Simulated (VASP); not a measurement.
Input of a VASP 6.6.1 run:

File INCAR:

```
  ALGO = Normal
  EDIFF = 1E-6
  ENCUT = 600
  GGA = PE
  GGA_COMPAT = False
  ISIF = 2
  ISMEAR = -1
  LASPH = True
  LCHARG = True
  LELF = True
  LREAL = False
  LVHAR = True
  LWAVE = False
  NBANDS = 11
  NELM = 120
  PREC = Accurate
  SIGMA = 0.1
```

KPOINTS

```
k-points
0
Gamma
  4 4 4
```

POSCAR

```
C
1.0
   -1.7860721799      0.0000000000      1.7860721799
    0.0000000000      1.7860721799      1.7860721799
   -1.7860721799      1.7860721799      0.0000000000
C
2
Direct
    0.0000000000      0.0000000000      0.0000000000
    0.2500000000      0.2500000000      0.2500000000
```

Potentials or basis: VASP PAW PBE potentials, release 64 (C).

Command:

```sh
$ cat potpaw_PBE.64/C/POTCAR > POTCAR
$ mpirun -np 1 vasp_std > vasp.out
```

**Question.** Predict the pressure.

**Answer.** 0.9 GPa.

**Question.** Predict the band gap on the k mesh.

**Answer.** 4.42 eV (least direct gap 5.57 eV).

Caveat: the k points lie up to 0.76 Å⁻¹ apart. A k mesh can miss the band edges.
